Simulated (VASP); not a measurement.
A run of VASP 6.6.1:

Contents of INCAR:

```
SYSTEM = TaTiGe4
PREC     = Accurate       ! precision mode
ENCUT    = 520            ! plane-wave cutoff, eV
EDIFF    = 1E-6           ! SCF threshold, eV
ISMEAR   = 0              ! smearing method
SIGMA    = 0.1            ! smearing width, eV
LREAL    = .FALSE.        ! projectors in reciprocal space
LASPH    = .TRUE.         ! aspherical terms in the spheres
NELM     = 60             ! most SCF steps
ALGO     = Normal         ! electronic algorithm
ISIF     = 2              ! what is computed and relaxed
LWAVE    = .FALSE.        ! write WAVECAR
LCHARG   = .FALSE.        ! write CHGCAR
GGA      = PE             ! functional
NBANDS   = 48             ! bands
```

Contents of KPOINTS:

```
Automatic mesh
0
G
  10 10 10
  0 0 0
```

Contents of POSCAR:

```
TaTiGe4
1.0
    0.0000000000      4.3506821000      4.4343361000
    2.5354921000      0.0000000000      4.4343361000
    2.5354921000      4.3506821000      0.0000000000
Ti Ta Ge
1 1 4
Direct
    0.5000000000      0.5000000000      0.5000000000
    0.7500000000      0.7500000000      0.7500000000
    0.0836860000      0.4163140000      0.0836860000
    0.1618030000      0.8381970000      0.1618030000
    0.8381970000      0.1618030000      0.8381970000
    0.4163140000      0.0836860000      0.4163140000
```

Potentials or basis: VASP PAW PBE potentials, release 64 (Ti_sv, Ta_pv, Ge_d).

Run with:

```bash
$ cat potpaw_PBE.64/Ti_sv/POTCAR potpaw_PBE.64/Ta_pv/POTCAR potpaw_PBE.64/Ge_d/POTCAR > POTCAR
$ mpirun -np 1 vasp_std > vasp.out
```

Hardware: 1 thread of Intel(R) Xeon(R) Platinum 8488C (Sapphire Rapids), with other jobs on the host.

Problem. How long does it take, and how much memory?

Solution. Run time: 15 min on 1 thread of Intel(R) Xeon(R) Platinum 8488C (Sapphire Rapids), on a shared host, peak memory 0.76 GiB. Counts: scf iterations 16, k points 171.
